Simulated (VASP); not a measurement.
Ir, 1 atom in the cell. It takes space group Fm-3m (No. 225, cubic). Conventional cell: a = 3.812 Å, b = 3.812 Å, c = 3.812 Å, α = 90.00°, β = 90.00°, γ = 90.00°. Ir (site symmetry m-3m) has 12 Ir at 2.70 Å within 3.6 Å. 

```yaml
Program: VASP 6.6.1
Task: single point
Functional: LDA
Potentials_or_basis: VASP PAW LDA potentials, release 64 (Ir_sv_GW)
Cutoff: 560 eV
k_mesh: 4 × 4 × 4
Occupations: fermi-dirac, width 0.1 eV
Spin: no spin polarisation
Dipole_correction: no
Further_INCAR_settings: ALGO = Normal; EDIFF = 1e-06; NBANDS = 14
```

Potentials or basis: VASP PAW LDA potentials, release 64 (Ir_sv_GW).

Command:

```console
$ cat potpaw_LDA.64/Ir_sv_GW/POTCAR > POTCAR
$ mpirun -np 1 vasp_std > vasp.out
```

Hardware: 1 thread of Intel(R) Xeon(R) 6975P-C (Granite Rapids), with other jobs on the host.

Q: How long does it take, and how much memory?

A: Wall time 2.4 s on 1 thread of Intel(R) Xeon(R) 6975P-C (Granite Rapids), with other jobs on the host, peak memory 0.12 GiB. Counts: scf iterations 12, k points 8.
